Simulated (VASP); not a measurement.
# SnSe2 (P-3m1) in VASP: further runs, part 2 of 2

VASP 6.6.1.

## (4) Single point, PBEsol

This run uses another cell than the first one, of 25.85 Å³/atom.

INCAR

```
PREC     = Accurate       # precision mode
ENCUT    = 520            # plane-wave cutoff, eV
EDIFF    = 1E-7           # SCF threshold, eV
ISMEAR   = 0              # smearing method
SIGMA    = 0.01           # smearing width, eV
LREAL    = False          # projectors in reciprocal space
LASPH    = True           # aspherical terms in the spheres
NELM     = 80             # most SCF steps
ALGO     = Normal         # electronic algorithm
ISIF     = 2              # what is computed and relaxed
LWAVE    = False          # write WAVECAR
LCHARG   = False          # write CHGCAR
GGA      = PS             # functional
NBANDS   = 20             # bands
```

KPOINTS

```
Automatic mesh
0
Gamma
  12 12 4
```

POSCAR

```
SnSe2
1.0
    3.8181373518      0.0000000000      0.0000000000
   -1.9090686759      3.3066039418      0.0000000000
    0.0000000000      0.0000000000      6.1420967484
Sn Se
1 2
Direct
    0.0000000000      0.0000000000      0.0000000000
    0.3333333333      0.6666666667      0.2583113695
    0.6666666667      0.3333333333      0.7416886305
```

Potentials or basis: VASP PAW PBE potentials, release 64 (Sn_d, Se).

Command:

```
$ cat potpaw_PBE.64/Sn_d/POTCAR potpaw_PBE.64/Se/POTCAR > POTCAR
$ mpirun -np 1 vasp_std > vasp.out
```

OUTCAR:

```text
PREC = Accurate
   ENCUT = 520
   EDIFF = 1E-7
   ISMEAR = 0
   LREAL = False
   LASPH = True
   NELM = 80
   ISIF = 2
   GGA = PS

 ion  position               nearest neighbor table
   1  0.000  0.000  0.000-   2 2.72   3 2.72   3 2.72   2 2.72   3 2.72   2 2.72
   2  0.333  0.667  0.258-   1 2.72   1 2.72   1 2.72
   3  0.667  0.333  0.742-   1 2.72   1 2.72   1 2.72

  LATTYP: Found a hexagonal cell.
 ALAT       =     3.8181373518
 C/A-ratio  =     1.6086631209

  Lattice vectors:

 A1 = (   3.8181373518,   0.0000000000,   0.0000000000)
 A2 = (  -1.9090686759,   3.3066039418,   0.0000000000)
 A3 = (   0.0000000000,   0.0000000000,   6.1420967484)

Analysis of symmetry for initial positions (statically):
=====================================================================
 Subroutine PRICEL returns:
 Original cell was already a primitive cell.

 Routine SETGRP: Setting up the symmetry group for a
 hexagonal supercell.

 Subroutine GETGRP returns: Found 12 space group operations
[... 158 lines left out ...]

 Free energy of the ion-electron system (eV)
  ---------------------------------------------------
  ext. energy  EPLUGINS =         0.00000000
  ---------------------------------------------------
  free energy    TOTEN  =       -12.98415184 eV

  energy without entropy =      -12.98415184  energy(sigma->0) =      -12.98415184

 E-fermi :   4.1961     XC(G=0):  -9.6645

 val. band max:        4.0819354054   @ k =   0.0833   0.0833   0.0000
 cond. band min:       4.6680877164   @ k =   0.0000   0.4167   0.2500
 fundamental gap:      0.5861523110
 Fermi energy:         4.1961206506

 k-point     1 :       0.0000    0.0000    0.0000
  band No.  band energies     occupation
      1     -17.1131      2.00000
      2     -17.1131      2.00000
      3     -17.0755      2.00000
      4     -17.0631      2.00000
      5     -17.0631      2.00000
      6      -9.8195      2.00000
[... 541 lines left out ...]
     19      11.8972      0.00000
     20      12.8635      0.00000

 [... further k-points ...]
[... 5 lines left out ...]
  --------------------------------------------------------------------------------------
  -------------------------------------------------------------------------------------
  Total        0.0481595      0.0481595      0.0662739     -0.0000000      0.0000000     -0.0000000
  in kB        0.9950432      0.9950432      1.3693131     -0.0000000      0.0000000     -0.0000000
  external PRESSURE =       1.1197998 kB  Pullay stress =       0.0000000 kB

 VOLUME and BASIS-vectors are now :
 -----------------------------------------------------------------------------
  energy-cutoff  :      520.00
  volume of cell :       77.54
      direct lattice vectors                 reciprocal lattice vectors
     3.818137352  0.000000000  0.000000000     0.261907812  0.151212546  0.000000000
    -1.909068676  3.306603942  0.000000000     0.000000000  0.302425092  0.000000000
     0.000000000  0.000000000  6.142096748     0.000000000  0.000000000  0.162810851

 POSITION                                       TOTAL-FORCE (eV/Angst)
 -----------------------------------------------------------------------------------
      0.00000      0.00000      0.00000         0.000000      0.000000      0.000000
     -0.00000      2.20440      1.58657         0.000000      0.000000      0.022134
      1.90907      1.10220      4.55552        -0.000000      0.000000     -0.022134
 -----------------------------------------------------------------------------------
    total drift:                               -0.000000     -0.000000     -0.000000

  FREE ENERGIE OF THE ION-ELECTRON SYSTEM (eV)
  ---------------------------------------------------
  free  energy   TOTEN  =       -12.9841518356 eV

  energy  without entropy=      -12.9841518356  energy(sigma->0) =      -12.98415184
```

Wall time 45 s (1 thread of Intel Xeon Platinum 8559C (Emerald Rapids), shared host); peak memory 0.25 GiB.

What came out:

```yaml
Free_energy: -12.9842 eV
Pressure: 0.1 GPa
Largest_force: 0.022 eV/Å
Band_gap_on_the_k_mesh: 0.59 eV (least direct gap 0.97 eV)
```

Forces in eV/Å, atoms in the order of the input:
```
Sn   0.000  0.000  0.000
Se   0.000  0.000  0.022
Se   0.000  0.000 -0.022
```

Caveat: semilocal functionals underestimate gaps, and a narrow one can read as zero; the PAW data sets were made with another functional, which shifts forces and pressure a little; spin-orbit coupling is left out, which moves the levels of the heavy elements; this functional lacks dispersion, which binds layers or chains, so the pressure and a relaxed spacing across them are unreliable. A k mesh can miss the band edges.

## (5) Single point, RPBE

This run uses another cell than the first one, of 36.67 Å³/atom.

INCAR

```
PREC = Accurate
ENCUT = 520
EDIFF = 1E-6
ISMEAR = 0
SIGMA = 0.01
LREAL = False
LASPH = True
NELM = 60
ALGO = Normal
ISIF = 2
LWAVE = False
LCHARG = True
GGA = RP
LELF = True
LVHAR = True
NBANDS = 20
```

KPOINTS

```
regular mesh
0
Gamma
  12 12 4
```

POSCAR

```
SnSe2
1.0
    3.9132656880      0.0000000000      0.0000000000
   -1.9566328440      3.3889874976      0.0000000000
    0.0000000000      0.0000000000      8.2954731451
Sn Se
1 2
Direct
    0.0000000000      0.0000000000      0.0000000000
    0.3333333333      0.6666666667      0.1924139848
    0.6666666667      0.3333333333      0.8075860152
```

Command:

```
$ cat potpaw_PBE.64/Sn_d/POTCAR potpaw_PBE.64/Se/POTCAR > POTCAR
$ mpirun -np 1 vasp_std > vasp.out
```

Wall time 78 s (1 thread of Intel Xeon Platinum 8559C (Emerald Rapids), shared host); peak memory 0.31 GiB.

The run converged. Its results:

```
Free energy            : -10.9849 eV
Pressure               : 0.0 GPa
Largest force          : 0.018 eV/Å
Band gap on the k mesh : 0.84 eV (least direct gap 1.12 eV)
```

Forces on the atoms (eV/Å):
```
Sn   0.000  0.000  0.000
Se   0.000  0.000  0.018
Se   0.000  0.000 -0.018
```

Levels at points of the mesh, in eV from the valence-band top:
| k point | band 11 | band 12 | band 13 | band 14 | band 15 | band 16 |
| --- | --- | --- | --- | --- | --- | --- |
| (0.00, 0.00, 0.00) | -0.45 | -0.09 | -0.09 | 1.34 | 3.12 | 4.57 |
| (0.50, 0.00, 0.00) | -2.07 | -0.57 | -0.27 | 0.88 | 4.11 | 5.71 |
| (0.00, 0.00, 0.50) | -0.45 | -0.09 | -0.09 | 1.64 | 3.07 | 4.56 |
| (0.50, 0.00, 0.50) | -2.03 | -0.55 | -0.28 | 0.84 | 4.22 | 5.34 |

Caveat: the PAW data sets were made with another functional, which shifts forces and pressure a little; spin-orbit coupling is left out, which moves the levels of the heavy elements; this functional lacks dispersion, which binds layers or chains, so the pressure and a relaxed spacing across them are unreliable. A k mesh can miss the band edges.

## (6) Relaxation of cell and atoms, RPBE

This run uses another cell than the first one, of 25.73 Å³/atom.

INCAR

```
PREC     = Accurate       # precision mode
ENCUT    = 600            # plane-wave cutoff, eV
EDIFF    = 1E-6           # SCF threshold, eV
ISMEAR   = 0              # smearing method
SIGMA    = 0.01           # smearing width, eV
LREAL    = False          # projectors in reciprocal space
LASPH    = True           # aspherical terms in the spheres
NELM     = 60             # most SCF steps
ALGO     = Normal         # electronic algorithm
ISIF     = 3              # what is computed and relaxed
LWAVE    = False          # write WAVECAR
LCHARG   = False          # write CHGCAR
GGA      = RP             # functional
IBRION   = 2              # ionic algorithm
NSW      = 80             # ionic steps
EDIFFG   = -0.02          # ionic threshold
```

KPOINTS

```
Automatic mesh
0
Gamma
  12 12 4
```

POSCAR

```
SnSe2
1.0
    3.8110000000      0.0000000000      0.0000000000
   -1.9055000000      3.3004228100      0.0000000000
    0.0000000000      0.0000000000      6.1360000000
Sn Se
1 2
Direct
    0.0000000000      0.0000000000      0.0000000000
    0.3333333300      0.6666666700      0.2490000000
    0.6666666700      0.3333333300      0.7510000000
```

Potentials or basis: VASP PAW PBE potentials, release 64 (Sn_d, Se).

Command:

```
$ cat potpaw_PBE.64/Sn_d/POTCAR potpaw_PBE.64/Se/POTCAR > POTCAR
$ mpirun -np 1 vasp_std > vasp.out
```

It took 23 min on 1 thread of Intel Xeon Platinum 8559C (Emerald Rapids), shared host; peak memory 0.28 GiB.

The run converged. Its results:

| Item | Value |
| --- | --- |
| Free energy | -10.9800 eV |
| Relaxed volume | 35.19 Å³/atom |
| Relaxed cell | a = 3.911 Å, b = 3.911 Å, c = 7.970 Å, α = 90.00°, β = 90.00°, γ = 120.00° |
| Space group after relaxing (to 0.1 Å) | P-3m1 (No. 164) |
| Energy gained by relaxing | 93.9 meV/atom |
| Ionic steps | 27 |
| Pressure after relaxing | 0.0 GPa |
| Largest force after relaxing | 0.013 eV/Å |
| Band gap on the k mesh | 0.82 eV (least direct gap 1.11 eV) |

Forces in eV/Å, atoms in the order of the input:
```
Sn   0.000  0.000  0.000
Se   0.000  0.000 -0.013
Se   0.000  0.000  0.013
```

Step by step:
| step | energy change (eV) | largest force (eV/Å) | pressure (GPa) | volume (Å³) |
| --- | --- | --- | --- | --- |
| 1 | 0.0000 | 0.8510 | 7.45 | 77.18 |
| 2 | -0.0901 | 0.8454 | -3.44 | 91.33 |
| 3 | -0.1819 | 0.2425 | 0.14 | 84.88 |
| 4 | -0.1819 | 0.2242 | 0.27 | 84.72 |
| 5 | -0.1880 | 0.2078 | 0.23 | 85.21 |
| 6 | -0.2045 | 0.1543 | 0.16 | 86.69 |
| 7 | -0.2292 | 0.0366 | 0.15 | 89.67 |
| 8 | -0.2483 | 0.2442 | 0.46 | 95.69 |
| 9 | -0.2553 | 0.1784 | 0.22 | 96.63 |
| 10 | -0.2679 | 0.0102 | -0.40 | 99.45 |
| 11 | -0.2613 | 0.3586 | -1.40 | 105.07 |
| 12 | -0.2704 | 0.1065 | -0.69 | 101.15 |
| 13 | -0.2756 | 0.0953 | -0.37 | 101.13 |
| 14 | -0.2777 | 0.0829 | -0.05 | 101.09 |
| 15 | -0.2777 | 0.0811 | 0.00 | 101.09 |
| 16 | -0.2782 | 0.0462 | 0.08 | 101.08 |
| 17 | -0.2784 | 0.0099 | 0.18 | 101.08 |
| 18 | -0.2788 | 0.0176 | 0.05 | 101.52 |
| 19 | -0.2789 | 0.0223 | -0.02 | 101.80 |
| 20 | -0.2791 | 0.0204 | -0.02 | 101.93 |
| 21 | -0.2795 | 0.0142 | -0.03 | 102.34 |
| 22 | -0.2801 | 0.0011 | -0.02 | 103.14 |
| 23 | -0.2809 | 0.0272 | -0.01 | 104.75 |
| 24 | -0.2812 | 0.0152 | -0.01 | 104.94 |
| 25 | -0.2817 | 0.0205 | -0.01 | 105.49 |
| 26 | -0.2817 | 0.0226 | -0.02 | 105.52 |
| 27 | -0.2817 | 0.0134 | 0.03 | 105.57 |

Final structure:
```
CELL_PARAMETERS angstrom
3.91073 0.00000 0.00000
-1.95536 3.38679 0.00000
0.00000 0.00000 7.97050
ATOMIC_POSITIONS crystal
Sn 0.00000 0.00000 0.00000
Se 0.33333 0.66667 0.20074
Se 0.66667 0.33333 0.79926
```

Levels at points of the mesh, in eV from the valence-band top:
```csv
k point,band 10,band 11,band 12,band 13,band 14,band 15,band 16,band 17
"(0.00, 0.00, 0.00)",-0.44,-0.44,-0.09,-0.09,1.30,3.13,4.57,4.57
"(0.50, 0.00, 0.00)",-2.11,-2.07,-0.59,-0.28,0.89,4.08,5.68,5.88
"(0.00, 0.00, 0.50)",-0.45,-0.45,-0.08,-0.08,1.69,3.08,4.56,4.56
"(0.50, 0.00, 0.50)",-2.06,-2.03,-0.57,-0.29,0.82,4.23,5.27,5.75
```

Caveat: the volume moved by over 15 % at a fixed basis, so the end points are rough; the PAW data sets were made with another functional, which shifts forces and pressure a little; spin-orbit coupling is left out, which moves the levels of the heavy elements; this functional lacks dispersion, which binds layers or chains, so the pressure and a relaxed spacing across them are unreliable.

## (7) Relaxation of cell and atoms, LDA

This run uses another cell than the first one, of 25.73 Å³/atom.

INCAR

```
SYSTEM = SnSe2
ALGO = Normal
EDIFF = 1E-6
EDIFFG = -0.02
ENCUT = 600
GGA = CA
IBRION = 2
ISIF = 3
ISMEAR = 0
LASPH = .TRUE.
LCHARG = .FALSE.
LREAL = .FALSE.
LWAVE = .FALSE.
NELM = 100
NSW = 80
PREC = Accurate
SIGMA = 0.01
```

KPOINTS

```
k-points
0
G
  12 12 4
  0 0 0
```

POSCAR is that of step 6.

Potentials or basis: VASP PAW LDA potentials, release 64 (Sn_d, Se).

Command:

```
$ cat potpaw_LDA.64/Sn_d/POTCAR potpaw_LDA.64/Se/POTCAR > POTCAR
$ mpirun -np 1 vasp_std > vasp.out
```

Run time: 8.6 min. Hardware: 1 thread of Intel Xeon Platinum 8559C (Emerald Rapids), shared host; peak memory 0.25 GiB.

It converged, with:

```
Free energy                           : -13.7960 eV
Relaxed volume                        : 24.57 Å³/atom
Relaxed cell                          : a = 3.806 Å, b = 3.806 Å, c = 5.877 Å, α = 90.00°, β = 90.00°, γ = 120.00°
Space group after relaxing (to 0.1 Å) : P-3m1 (No. 164)
Energy gained by relaxing             : 13.1 meV/atom
Ionic steps                           : 16
Pressure after relaxing               : 0.0 GPa
Largest force after relaxing          : 0.010 eV/Å
Band gap on the k mesh                : 0.31 eV (least direct gap 0.66 eV)
```

Forces in eV/Å, atoms in the order of the input:
```
Sn   0.000  0.000  0.000
Se   0.000  0.000  0.010
Se   0.000  0.000 -0.010
```

Stress tensor (GPa, compression positive):
```
-0.03  0.00  0.00
 0.00 -0.03  0.00
 0.00  0.00  0.08
```

The path:
| step | energy change (eV) | largest force (eV/Å) | pressure (GPa) | volume (Å³) |
| --- | --- | --- | --- | --- |
| 1 | 0.0000 | 0.5108 | 0.98 | 77.18 |
| 2 | -0.0131 | 0.0112 | -1.48 | 78.95 |
| 3 | -0.0155 | 0.1303 | -0.82 | 78.45 |
| 4 | -0.0222 | 0.0902 | -0.37 | 77.43 |
| 5 | -0.0231 | 0.0654 | -0.07 | 76.83 |
| 6 | -0.0255 | 0.0822 | 0.06 | 76.45 |
| 7 | -0.0309 | 0.1328 | 0.43 | 75.32 |
| 8 | -0.0321 | 0.2317 | 1.41 | 73.04 |
| 9 | -0.0333 | 0.1992 | 1.04 | 73.88 |
| 10 | -0.0342 | 0.1852 | 0.96 | 73.86 |
| 11 | -0.0364 | 0.1439 | 0.73 | 73.80 |
| 12 | -0.0388 | 0.0640 | 0.29 | 73.66 |
| 13 | -0.0391 | 0.0278 | 0.10 | 73.60 |
| 14 | -0.0391 | 0.0245 | 0.08 | 73.59 |
| 15 | -0.0392 | 0.0207 | 0.05 | 73.62 |
| 16 | -0.0393 | 0.0096 | 0.01 | 73.72 |

Final structure:
```
Sn Se
1.0
     3.80565    0.00000    0.00000
    -1.90282    3.29579    0.00000
     0.00000    0.00000    5.87724
Sn Se
1 2
Direct
  0.00000 0.00000 0.00000
  0.33333 0.66667 0.26844
  0.66667 0.33333 0.73156
```

Levels at points of the mesh, in eV from the valence-band top:
```
           k point  band 10  band 11  band 12  band 13  band 14  band 15  band 16  band 17
(0.00, 0.00, 0.00)    -0.88    -0.72    -0.72    -0.14     0.52     2.67     4.33     4.33
(0.50, 0.00, 0.00)    -3.57    -2.94    -2.00    -0.47     1.02     3.26     4.68     4.68
(0.00, 0.00, 0.50)    -1.07    -1.07    -0.40    -0.40     2.36     2.53     3.87     3.87
(0.50, 0.00, 0.50)    -2.60    -2.20    -1.33    -1.21     0.51     3.64     4.32     5.58
```

Caveat: semilocal functionals underestimate gaps, and a narrow one can read as zero; spin-orbit coupling is left out, which moves the levels of the heavy elements.

## (8) Summary

```csv
task,level,potentials or basis,cell,cutoff (eV),gap on the mesh (eV),pressure (GPa),relaxed volume (Å³/atom),largest force (eV/Å)
single point,LDA,"VASP PAW LDA potentials, release 64 (Sn_d, Se)","a = 3.800, b = 3.800, c = 5.881 Å, angles 90.0, 90.0, 120.0°, 3 atoms, atomic positions A",520,0.32,0.2,-,0.03
single point,PBE+D4,"VASP PAW PBE potentials, release 64 (Sn_d, Se)","a = 3.836, b = 3.836, c = 6.004 Å, angles 90.0, 90.0, 120.0°, 3 atoms, atomic positions B",520,0.47,0.1,-,0.02
single point,PBEsol,"VASP PAW PBE potentials, release 64 (Sn_d, Se)","a = 3.818, b = 3.818, c = 6.142 Å, angles 90.0, 90.0, 120.0°, 3 atoms, atomic positions C",520,0.59,0.1,-,0.02
single point,RPBE,"VASP PAW PBE potentials, release 64 (Sn_d, Se)","a = 3.913, b = 3.913, c = 8.295 Å, angles 90.0, 90.0, 120.0°, 3 atoms, atomic positions D",520,0.84,0.0,-,0.02
relaxation of cell and atoms,RPBE,"VASP PAW PBE potentials, release 64 (Sn_d, Se)","relaxed from a = 3.811, b = 3.811, c = 6.136 Å, angles 90.0, 90.0, 120.0°, 3 atoms, atomic positions E",600,0.82,0.0,35.19,0.01
relaxation of cell and atoms,LDA,"VASP PAW LDA potentials, release 64 (Sn_d, Se)","relaxed from a = 3.811, b = 3.811, c = 6.136 Å, angles 90.0, 90.0, 120.0°, 3 atoms, atomic positions E",600,0.31,0.0,24.57,0.01
```

Alike in all rows: no spin polarisation; k mesh 12 × 12 × 4; smearing gaussian 0.01 eV.

Caveats: spin-orbit coupling is left out, which moves the levels of the heavy elements; semilocal functionals underestimate gaps, and a narrow one can read as zero (at least some runs); the PAW data sets were made with another functional, which shifts forces and pressure a little (at least some runs); this functional lacks dispersion, which binds layers or chains, so the pressure and a relaxed spacing across them are unreliable (at least some runs); the volume moved by over 15 % at a fixed basis, so the end points are rough (at least some runs).

Total energies depend on the potentials used, so only differences within one code and one set of settings carry meaning.
